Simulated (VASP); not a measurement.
Input of a VASP 6.6.1 run:

File INCAR:

```
SYSTEM = Ir
PREC     = Accurate       ! precision mode
ENCUT    = 520            ! plane-wave cutoff, eV
EDIFF    = 1E-6           ! SCF threshold, eV
ISMEAR   = 0              ! smearing method
SIGMA    = 0.1            ! smearing width, eV
LREAL    = .FALSE.        ! projectors in reciprocal space
LASPH    = .TRUE.         ! aspherical terms in the spheres
NELM     = 60             ! most SCF steps
ALGO     = Normal         ! electronic algorithm
ISIF     = 2              ! what is computed and relaxed
LWAVE    = .FALSE.        ! write WAVECAR
LCHARG   = .FALSE.        ! write CHGCAR
GGA      = PS             ! functional
NBANDS   = 10             ! bands
```

Contents of KPOINTS:

```
regular mesh
0
G
  24 24 24
  0 0 0
```

The input POSCAR:

```
Ir
1.0
    0.0000000000      1.9151838710      1.9151838710
    1.9151838710      0.0000000000      1.9151838710
    1.9151838710      1.9151838710      0.0000000000
Ir
1
Direct
    0.0000000000      0.0000000000      0.0000000000
```

Potentials or basis: VASP PAW PBE potentials, release 64 (Ir).

Launch:

```sh
$ cat potpaw_PBE.64/Ir/POTCAR > POTCAR
$ mpirun -np 1 vasp_std > vasp.out
```

(1) Estimate the pressure.

## Answers

(1) 1.0 GPa.

Caveat: the PAW data sets were made with another functional, which shifts forces and pressure a little.
